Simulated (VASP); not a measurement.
Input of a VASP 6.6.1 run:

Contents of INCAR:

```
SYSTEM = TiAl
PREC = Accurate
ENCUT = 500
EDIFF = 1E-6
ISMEAR = 0
SIGMA = 0.15
LREAL = .False.
LASPH = .True.
NELM = 120
ALGO = Normal
ISIF = 2
LWAVE = .False.
LCHARG = .False.
GGA = PS
NBANDS = 14
GGA_COMPAT = .False.
```

The input KPOINTS:

```
Automatic mesh
0
Gamma
  20 20 20
  0 0 0
```

The input POSCAR:

```
TiAl
1.0
    3.1564740774      0.0000000000      0.0000000000
    0.0000000000      3.1564740774      0.0473471112
    0.0000000000      0.0473471112      3.1564740774
Ti Al
1 1
Direct
    0.0000000000      0.0000000000      0.0000000000
    0.5000000000      0.5000000000      0.5000000000
```

Potentials or basis: VASP PAW PBE potentials, release 64 (Ti_sv, Al).

Command:

```bash
$ cat potpaw_PBE.64/Ti_sv/POTCAR potpaw_PBE.64/Al/POTCAR > POTCAR
$ mpirun -np 1 vasp_std > vasp.out
```

Task: What does it give for the pressure?

Result: 0.1 GPa.

Task: Predict the band gap on the k mesh.

Result: Zero (an odd number of electrons rules out a gap without spin polarisation).

Stress tensor (GPa, compression positive):
```
 0.21  0.00  0.00
 0.00  0.06 -2.25
 0.00 -2.25  0.06
```

Caveat: the PAW data sets were made with another functional, which shifts forces and pressure a little.
